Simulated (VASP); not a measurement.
Wanted: the native input for a VASP 6.6.1 run.

```
Task                   : single point
Functional             : r2SCAN
Potentials or basis    : VASP PAW PBE potentials, release 64 (W_sv, S)
Cutoff                 : 520 eV
k mesh                 : 9 × 9 × 2
Occupations            : gaussian, width 0.01 eV
Spin                   : no spin polarisation
Dipole correction      : no
Further INCAR settings : ALGO = Normal; EDIFF = 1e-06; NBANDS = 35
```

WS2:

```
CELL_PARAMETERS angstrom
3.16995 0.00000 0.00000
-1.58497 2.74525 0.00000
0.00000 0.00000 12.49107
ATOMIC_POSITIONS crystal
W 0.33333 0.66667 0.25000
W 0.66667 0.33333 0.75000
S 0.66667 0.33333 0.37511
S 0.66667 0.33333 0.12489
S 0.33333 0.66667 0.87511
S 0.33333 0.66667 0.62489
```

The input as run:

POSCAR

```
WS2
1.0
    3.1699463355      0.0000000000      0.0000000000
   -1.5849731677      2.7452540551      0.0000000000
    0.0000000000      0.0000000000     12.4910704279
W S
2 4
Direct
    0.3333333333      0.6666666667      0.2500000000
    0.6666666667      0.3333333333      0.7500000000
    0.6666666667      0.3333333333      0.3751079148
    0.6666666667      0.3333333333      0.1248920852
    0.3333333333      0.6666666667      0.8751079148
    0.3333333333      0.6666666667      0.6248920852
```

INCAR.step1

```
ALGO = Normal
EDIFF = 1E-4
ENCUT = 520
GGA = PE
ISMEAR = 0
LASPH = T
LCHARG = F
LREAL = F
LWAVE = T
NBANDS = 35
NELM = 100
PREC = Accurate
SIGMA = 0.01
```

INCAR.step2

```
ALGO = Normal
EDIFF = 1E-6
ENCUT = 520
ISIF = 2
ISMEAR = 0
ISTART = 1
LASPH = T
LCHARG = T
LELF = T
LMIXTAU = T
LREAL = F
LVHAR = T
LWAVE = F
METAGGA = R2SCAN
NBANDS = 35
NELM = 100
PREC = Accurate
SIGMA = 0.01
```

KPOINTS

```
k-points
0
Gamma
  9 9 2
```

Potentials or basis: VASP PAW PBE potentials, release 64 (W_sv, S).

Run with:

```bash
$ cat potpaw_PBE.64/W_sv/POTCAR potpaw_PBE.64/S/POTCAR > POTCAR
$ cp INCAR.step1 INCAR
$ mpirun -np 1 vasp_std > vasp.out
$ cp INCAR.step2 INCAR
$ mpirun -np 1 vasp_std > vasp.out
```

Results of the run:

```json
{
 "Pressure": "1.4 GPa",
 "Largest force": "0.029 eV/Å",
 "Band gap on the k mesh": "1.27 eV, indirect (least direct gap 1.90 eV)"
}
```

Caveat: the PAW data sets were made with another functional, which shifts forces and pressure a little; spin-orbit coupling is left out, which moves the levels of the heavy elements.

It took 3.8 min on 1 thread of Intel(R) Xeon(R) Platinum 8375C CPU @ 2.90GHz (Ice Lake), on a shared host, peak memory 0.27 GiB.
